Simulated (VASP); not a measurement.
# LaTl (Pm-3m) in VASP: single point with LDA

Aim: the single point of LaTl with LDA.

Program: VASP 6.6.1. These are calculated values, not measurements. Logs are shortened: lines on timing, memory, paths and dates and some standing lists are left out, and cuts for length are marked.

### 1 The cell of the first run

The structure is cubic, space group Pm-3m (No. 221). The conventional cell has a = 3.936 Å, b = 3.936 Å, c = 3.936 Å, α = 90.00°, β = 90.00°, γ = 90.00°. La (site symmetry m-3m) has 8 Tl at 3.41 Å and 6 La at 3.94 Å within 4.5 Å. Tl (site symmetry m-3m) has 8 La at 3.41 Å and 6 Tl at 3.94 Å within 4.5 Å.

### 2 Single point, LDA

INCAR reads:

```
  PREC = Accurate
  ENCUT = 520
  EDIFF = 1E-6
  ISMEAR = -1
  SIGMA = 0.1
  LREAL = False
  LASPH = True
  NELM = 80
  ALGO = Normal
  ISIF = 2
  LWAVE = False
  LCHARG = True
  LELF = True
  LVHAR = True
  NBANDS = 19
```

KPOINTS reads:

```
Automatic mesh
0
Gamma
  8 8 8
```

POSCAR reads:

```
LaTl
1.0
    3.9360000000      0.0000000000      0.0000000000
    0.0000000000      3.9360000000      0.0000000000
    0.0000000000      0.0000000000      3.9360000000
La Tl
1 1
Direct
    0.0000000000      0.0000000000      0.0000000000
    0.5000000000      0.5000000000      0.5000000000
```

Potentials or basis: VASP PAW LDA potentials, release 64 (La, Tl_d).

On the command line:

```
cat potpaw_LDA.64/La/POTCAR potpaw_LDA.64/Tl_d/POTCAR > POTCAR
mpirun -np 1 vasp_std > vasp.out
```

OUTCAR:

```text
PREC = Accurate
   ENCUT = 520
   EDIFF = 1E-6
   ISMEAR = -1
   LREAL = False
   LASPH = True
   NELM = 80
   ISIF = 2

 ion  position               nearest neighbor table
   1  0.000  0.000  0.000-   2 3.41   2 3.41   2 3.41   2 3.41   2 3.41   2 3.41   2 3.41   2 3.41

   2  0.500  0.500  0.500-   1 3.41   1 3.41   1 3.41   1 3.41   1 3.41   1 3.41   1 3.41   1 3.41

  LATTYP: Found a simple cubic cell.
 ALAT       =     3.9360000000

  Lattice vectors:

 A1 = (   3.9360000000,   0.0000000000,   0.0000000000)
 A2 = (   0.0000000000,   3.9360000000,   0.0000000000)
 A3 = (   0.0000000000,   0.0000000000,   3.9360000000)

Analysis of symmetry for initial positions (statically):
=====================================================================
 Subroutine PRICEL returns:
 Original cell was already a primitive cell.

 Routine SETGRP: Setting up the symmetry group for a
 simple cubic supercell.

 Subroutine GETGRP returns: Found 48 space group operations
 (whereof 48 operations were pure point group operations)
 out of a pool of 48 trial point group operations.

The static configuration has the point symmetry O_h .

Analysis of symmetry for dynamics (positions and initial velocities):
=====================================================================
 Subroutine PRICEL returns:
 Original cell was already a primitive cell.

 Routine SETGRP: Setting up the symmetry group for a
 simple cubic supercell.

 Subroutine GETGRP returns: Found 48 space group operations
 (whereof 48 operations were pure point group operations)
 out of a pool of 48 trial point group operations.

The dynamic configuration has the point symmetry O_h .

 Subroutine INISYM returns: Found 48 space group operations
 (whereof 48 operations are pure point group operations),
 and found     1 'primitive' translations

----------------------------------------------------------------------------------------

                                     Primitive cell

  volume of cell :      60.9769

  direct lattice vectors                    reciprocal lattice vectors
     3.936000000  0.000000000  0.000000000     0.254065041  0.000000000  0.000000000
     0.000000000  3.936000000  0.000000000     0.000000000  0.254065041  0.000000000
     0.000000000  0.000000000  3.936000000     0.000000000  0.000000000  0.254065041

  length of vectors
     3.936000000  3.936000000  3.936000000     0.254065041  0.254065041  0.254065041

  position of ions in fractional coordinates (direct lattice)
     0.000000000  0.000000000  0.000000000
     0.500000000  0.500000000  0.500000000

  ion indices of the primitive-cell ions
   primitive index   ion index
                 1           1
                 2           2

----------------------------------------------------------------------------------------

 KPOINTS: Automatic mesh

Automatic generation of k-mesh.
 Grid dimensions read from file:
 generate k-points for:    8    8    8

 Generating k-lattice:

  Cartesian coordinates                     Fractional coordinates (reciprocal lattice)
     0.031758130  0.000000000  0.000000000     0.125000000  0.000000000  0.000000000
     0.000000000  0.031758130  0.000000000     0.000000000  0.125000000  0.000000000
     0.000000000  0.000000000  0.031758130     0.000000000  0.000000000  0.125000000

  Length of vectors
     0.031758130  0.031758130  0.031758130

  Shift w.r.t. Gamma in fractional coordinates (k-lattice)
     0.000000000  0.000000000  0.000000000

 Subroutine IBZKPT returns following result:
 ===========================================

 Found     35 irreducible k-points:

 Following reciprocal coordinates:
            Coordinates               Weight
  0.000000  0.000000  0.000000      1.000000
  0.125000  0.000000  0.000000      6.000000
  0.250000  0.000000  0.000000      6.000000
  0.375000  0.000000  0.000000      6.000000
  0.500000  0.000000  0.000000      3.000000
  0.125000  0.125000  0.000000     12.000000
[... 16 lines left out ...]
  0.375000  0.375000  0.125000     24.000000
  0.500000  0.375000  0.125000     24.000000
 [... further k-points ...]
   k-points           NKPTS =     35   k-points in BZ     NKDIM =     35   number of bands    NBANDS=     19
   number of dos      NEDOS =    301   number of ions     NIONS =      2
   total plane-waves  NPLWV =  27000
   dimension x,y,z NGX =    30 NGY =   30 NGZ =   30
   dimension x,y,z NGXF=    60 NGYF=   60 NGZF=   60
   ions per type =               1   1
   NGX,Y,Z   is equivalent  to a cutoff of  12.67, 12.67, 12.67 a.u.
   NGXF,Y,Z  is equivalent  to a cutoff of  25.34, 25.34, 25.34 a.u.
 SYSTEM =  unknown system
   PREC   = accura    normal or accurate (medium, high low for compatibility)
   ISTART =      0    job   : 0-new  1-cont  2-samecut
   ICHARG =      2    charge: 1-file 2-atom 10-const
   ISPIN  =      1    spin polarized calculation?
   LNONCOLLINEAR =      F non collinear calculations
   LSORBIT =      F    spin-orbit coupling
   LASPH  =      T    aspherical Exc in radial PAW
   ENCUT  =  520.0 eV  38.22 Ry    6.18 a.u.   7.32  7.32  7.32*2*pi/ulx,y,z
   NELM   =     80;   NELMIN=  2; NELMDL= -5     # of ELM steps
   EDIFF  = 0.1E-05   stopping-criterion for ELM
   LREAL  =      F    real-space projection
   EDIFFG = 0.1E-04   stopping-criterion for IOM
   NSW    =      0    number of steps for IOM
   IBRION =     -1    ionic relax: 0-MD 1-quasi-New 2-CG
   NFREE  =      0    steps in history (QN), initial steepest desc. (CG)
   ISIF   =      2    stress and relaxation
   ISYM   =      2    0-nonsym 1-usesym 2-fastsym
   POTIM  = 0.5000    time-step for ionic-motion
   TEBEG  =    0.0;   TEEND  =   0.0 temperature during run
   PSTRESS=    0.0 pullay stress
   NELECT =      24.0000    total number of electrons
   NUPDOWN=      -1.0000    fix difference up-down
   EMIN   =  10.00;   EMAX   =-10.00  energy-range for DOS
   EFERMI =   0.00;   METHOD = LEGACY
   ISMEAR =    -1;   SIGMA  =   0.10  broadening in eV -4-tet -1-fermi 0-gaus
   EFERMI_NEDOS =   21; number of points for ismear=-14 and -15
   IALGO  =     38    algorithm
   IMIX   =      4    mixing-type and parameters
     AMIX     =   0.40;   BMIX     =  1.00
     AMIX_MAG =   1.60;   BMIX_MAG =  1.00
  volume/ion in A,a.u.               =      30.49       205.75
  Fermi-wavevector in a.u.,A,eV,Ry     =   1.199748  2.267196 19.584172  1.439396
  Thomas-Fermi vector in A             =   2.335603
   LORBIT       =      0    0 simple, 1 ext, 2 COOP (PROOUT), +10 PAW based schemes
   GGA     = CA    functional components
   LHFCALC =     F    Hartree Fock is set to
   AEXX    =    0.0000 exact exchange contribution
   IVDW    =     0    specifies the selected vdW correction
   LEPSILON=     F    determine dielectric tensor
   LRPA    =     F    only Hartree local field effects (RPA)
 non-spin polarized calculation
  energy-cutoff  :      520.00
  volume of cell :       60.98
 maximum number of plane-waves:      1667
 NGX is ok and might be reduce to    30
   NGX = 15   NGY = 15   NGZ = 15

 number of electron      23.9999999 magnetization

 Free energy of the ion-electron system (eV)
  ---------------------------------------------------
  ext. energy  EPLUGINS =         0.00000000
  ---------------------------------------------------
  free energy    TOTEN  =        -9.48601401 eV

  energy without entropy =       -9.42950856  energy(sigma->0) =       -9.45776128

 E-fermi :   7.9070     XC(G=0): -10.4273

 val. band max:        7.8812440475   @ k =   0.3750   0.1250   0.0000
 cond. band min:       8.0101136806   @ k =   0.5000   0.1250   0.0000
 fundamental gap:      0.1288696331
 Fermi energy:         7.9069521859

 k-point     1 :       0.0000    0.0000    0.0000
  band No.  band energies     occupation
      1     -24.9666      2.00000
      2      -8.4906      2.00000
      3      -8.4906      2.00000
      4      -8.4906      2.00000
      5      -3.5571      2.00000
      6      -3.5571      2.00000
[... 11 lines left out ...]
     18       9.4136      0.00000
     19       9.5935      0.00000

 k-point     2 :       0.1250    0.0000    0.0000
  band No.  band energies     occupation
      1     -24.9607      2.00000
      2      -8.5877      2.00000
      3      -8.4868      2.00000
      4      -8.4868      2.00000
      5      -3.5530      2.00000
      6      -3.5231      2.00000
[... 11 lines left out ...]
     18       9.4246      0.00000
     19       9.5926      0.00000

 k-point     3 :       0.2500    0.0000    0.0000
  band No.  band energies     occupation
      1     -24.9464      2.00000
      2      -8.8105      2.00000
      3      -8.4776      2.00000
      4      -8.4776      2.00000
      5      -3.5429      2.00000
      6      -3.4411      2.00000
[... 11 lines left out ...]
     18       9.4553      0.00000
     19       9.5907      0.00000

 k-point     4 :       0.3750    0.0000    0.0000
  band No.  band energies     occupation
      1     -24.9319      2.00000
      2      -9.0192      2.00000
      3      -8.4685      2.00000
      4      -8.4685      2.00000
      5      -3.5329      2.00000
      6      -3.4026      2.00000
[... 11 lines left out ...]
     18       9.4868      0.00000
     19       9.5926      0.00000

 k-point     5 :       0.5000    0.0000    0.0000
  band No.  band energies     occupation
      1     -24.9259      2.00000
      2      -9.1020      2.00000
      3      -8.4647      2.00000
      4      -8.4647      2.00000
      5      -3.5287      2.00000
      6      -3.4008      2.00000
[... 11 lines left out ...]
     18       9.5038      0.00000
     19       9.5915      0.00000
[... 334 lines left out ...]
      2      -8.9429      2.00000
      3      -8.7212      2.00000
      4      -8.5131      2.00000
      5      -3.4888      2.00000
      6      -3.4527      2.00000
[... 11 lines left out ...]
     18       9.5827      0.00000
     19       9.6547      0.00000

 k-point    22 :       0.5000    0.2500    0.1250
  band No.  band energies     occupation
      1     -24.9020      2.00000
      2      -9.0169      2.00000
      3      -8.7099      2.00000
      4      -8.5041      2.00000
      5      -3.5029      2.00000
      6      -3.4523      2.00000
[... 11 lines left out ...]
     18       9.5795      0.00000
     19       9.6901      0.00000

 k-point    23 :       0.3750    0.3750    0.1250
  band No.  band energies     occupation
      1     -24.8943      2.00000
      2      -8.9112      2.00000
      3      -8.8875      2.00000
      4      -8.4888      2.00000
      5      -3.5144      2.00000
      6      -3.4674      2.00000
[... 11 lines left out ...]
     18       9.6333      0.00000
     19       9.6933      0.00000

 k-point    24 :       0.5000    0.3750    0.1250
  band No.  band energies     occupation
      1     -24.8888      2.00000
      2      -8.9704      2.00000
      3      -8.8818      2.00000
      4      -8.4786      2.00000
      5      -3.5250      2.00000
      6      -3.4688      2.00000
[... 11 lines left out ...]
     18       9.6433      0.00000
     19       9.6971      0.00000

 [... further k-points ...]
[... 5 lines left out ...]
  --------------------------------------------------------------------------------------
  -------------------------------------------------------------------------------------
  Total       -0.9042921     -0.9042921     -0.9042921      0.0000000     -0.0000000      0.0000000
  in kB      -23.7604169    -23.7604169    -23.7604169      0.0000000     -0.0000000      0.0000000
  external PRESSURE =     -23.7604169 kB  Pullay stress =       0.0000000 kB

 VOLUME and BASIS-vectors are now :
 -----------------------------------------------------------------------------
  energy-cutoff  :      520.00
  volume of cell :       60.98
      direct lattice vectors                 reciprocal lattice vectors
     3.936000000  0.000000000  0.000000000     0.254065041  0.000000000  0.000000000
     0.000000000  3.936000000  0.000000000     0.000000000  0.254065041  0.000000000
     0.000000000  0.000000000  3.936000000     0.000000000  0.000000000  0.254065041

 POSITION                                       TOTAL-FORCE (eV/Angst)
 -----------------------------------------------------------------------------------
      0.00000      0.00000      0.00000         0.000000      0.000000      0.000000
      1.96800      1.96800      1.96800         0.000000      0.000000      0.000000
 -----------------------------------------------------------------------------------
    total drift:                                0.000000      0.000000      0.000000

  FREE ENERGIE OF THE ION-ELECTRON SYSTEM (eV)
  ---------------------------------------------------
  free  energy   TOTEN  =        -9.4860140098 eV

  energy  without entropy=       -9.4295085582  energy(sigma->0) =       -9.45776128
```

Run time: 52 s. Hardware: 1 thread of AMD EPYC 7R43 (Zen 3), shared host; peak memory 0.15 GiB.

What came out:

```
Free energy            : -9.4860 eV
Pressure               : -2.4 GPa
Band gap on the k mesh : zero (band 12 reaches 8.01 eV, above the bottom of band 13 at 5.42 eV)
```

Levels at points of the mesh, in eV from the Fermi level:
```
           k point  band 9  band 10  band 11  band 12  band 13  band 14  band 15  band 16
(0.00, 0.00, 0.00)  -11.32    -8.07    -0.31    -0.31     1.26     1.26     1.26     1.51
(0.50, 0.00, 0.00)  -11.23    -6.13    -3.17    -0.09     0.49     0.49     1.35     1.45
(0.50, 0.50, 0.00)  -11.14    -6.40    -0.48    -0.48     0.20     1.28     1.47     1.47
(0.50, 0.50, 0.50)  -11.13    -4.82    -2.49    -2.49    -2.49     1.53     1.53     1.53
```

Caveat: spin-orbit coupling is left out, which moves the levels of the heavy elements.
